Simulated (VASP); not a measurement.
Runs of VASP 6.6.1 on AlN. The structure is that of space group R-3m (No. 166), or close to it. The cells are those of the table. 

```tsv
cell	gap on the mesh (eV)	pressure (GPa)
a = 3.624 Å, angles 38.9°, 2 atoms	none	32.2
a = 3.079 Å, angles 52.2°, 2 atoms	1.70	-7.1
a = 2.583 Å, angles 82.7°, 2 atoms	none	0.4
a = 2.639 Å, angles 75.3°, 2 atoms	none	-4.2
a = 3.955 Å, angles 33.6°, 2 atoms	none	(b)
a = 3.305 Å, angles 45.7°, 2 atoms	none	(a)
```

Alike in all rows: task single point; level LDA; potentials or basis VASP PAW LDA potentials, release 64 (Al, N); no spin polarisation; k mesh 10 × 10 × 10; cutoff (eV) 520; smearing gaussian 0.05 eV.

**Question.** Fill in the values left out.

**Answer.** (a) 6.9; (b) 52.9.

A k mesh can miss the band edges.

A gap of «none» marks levels without a gap at the run's occupations.
